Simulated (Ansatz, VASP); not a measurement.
# Two plane-wave programs on WC

```
W C
1.0
     2.91284    0.00000    0.00000
    -1.45642    2.52259    0.00000
     0.00000    0.00000    2.83618
W C
1 1
Direct
  0.00000 0.00000 0.00000
  0.66667 0.33333 0.50000
```

Alike in both runs: functional r2SCAN; k mesh 13 × 13 × 12; occupations fermi-dirac, width 0.1 eV; no spin polarisation.

Ansatz relaxed the structure, and its values are those at the end. VASP's run is a single point on that final structure, the one shown.

|  | VASP | Ansatz |
| --- | --- | --- |
| version | VASP 6.6.1 | Ansatz 0.2.0 |
| potentials or method | VASP PAW PBE potentials, release 64 (W_sv, C_h), cutoff 1430 eV | PAW plane waves |
| valence electrons in the cell | 18 | 18 |

Ansatz gave:

```
pressure (GPa) : 0.0
```

Which values does VASP return?

Pressure (GPa): 1.7.

VASP's potentials were made for PBE, not for r2SCAN. Ansatz's warnings: stress scf threshold loose.

Spin-orbit coupling is off throughout.
